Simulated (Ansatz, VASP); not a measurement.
This is a calculation of BeCr3 for Ansatz 0.2.0.

input.yaml

```yaml
crystal:
  lattice:
    - [3.511214, 0.0, 0.0]
    - [0.0, 3.511214, 0.0]
    - [0.0, 0.0, 3.511214]
  atoms:
    - { symbol: Cr, position: [0.5, 0.5, 0.0], spin: 4.5 }
    - { symbol: Cr, position: [0.5, 0.0, 0.5], spin: 4.5 }
    - { symbol: Cr, position: [0.0, 0.5, 0.5], spin: 4.5 }
    - { symbol: Be, position: [0.0, 0.0, 0.0] }
hamiltonian:
  xc: pbe
  pseudopotentials: { kind: paw }
magnetization:
  spin_polarized: true
  initial_magnetization: 13.5
  spin_locking: { lock_magnetization: hard }
kpoints:
  mp_grid: { grid: [6, 6, 6] }
scf:
  occupations: { method: fermi_dirac, width: 0.05 }
  lower_state_search: "off"
output:
  forces: true
  stress: true
  eigenvalues: true
```

Potentials or basis: Ansatz PAW.

Command:

```bash
$ ansatz run input.yaml --threads 2 --pin off --max-ram 5632MiB --backend cpu --events-out ev --progress --plain --runs-dir out
```

Question: Set up the same calculation for VASP 6.6.1. Potentials there: VASP PAW PBE potentials, release 64 (Cr_sv, Be).

Answer: As run (the cutoff follows the program's own potentials):

Contents of INCAR:

```
  PREC = Accurate
  ENCUT = 600
  EDIFF = 1E-6
  ISMEAR = -1
  SIGMA = 0.05
  LREAL = F
  LASPH = T
  NELM = 200
  ALGO = Normal
  ISIF = 2
  LWAVE = F
  LCHARG = F
  ISPIN = 2
  MAGMOM = 4.5 4.5 4.5 0
  LORBIT = 11
  NUPDOWN = 13.5
  LMAXMIX = 4
  GGA = PE
  NBANDS = 34
  GGA_COMPAT = F
```

KPOINTS

```
Automatic mesh
0
Gamma
  6 6 6
```

The input POSCAR:

```
BeCr3
1.0
    3.5112140000      0.0000000000      0.0000000000
    0.0000000000      3.5112140000      0.0000000000
    0.0000000000      0.0000000000      3.5112140000
Cr Be
3 1
Direct
    0.5000000000      0.5000000000      0.0000000000
    0.5000000000      0.0000000000      0.5000000000
    0.0000000000      0.5000000000      0.5000000000
    0.0000000000      0.0000000000      0.0000000000
```

Potentials or basis: VASP PAW PBE potentials, release 64 (Cr_sv, Be).

The run is started by

```sh
$ cat potpaw_PBE.64/Cr_sv/POTCAR potpaw_PBE.64/Be/POTCAR > POTCAR
$ mpirun -np 1 vasp_std > vasp.out
```

Both were run:

|  | VASP | Ansatz | Ansatz less VASP |
| --- | --- | --- | --- |
| net moment per atom (μB) | 3.38 | 3.37 | 0.000 |
| size of the moment on the site where the two differ most (μB) | 3.47 | 3.68 | +0.211 |

Site moments also hang on the region over which each program counts them.
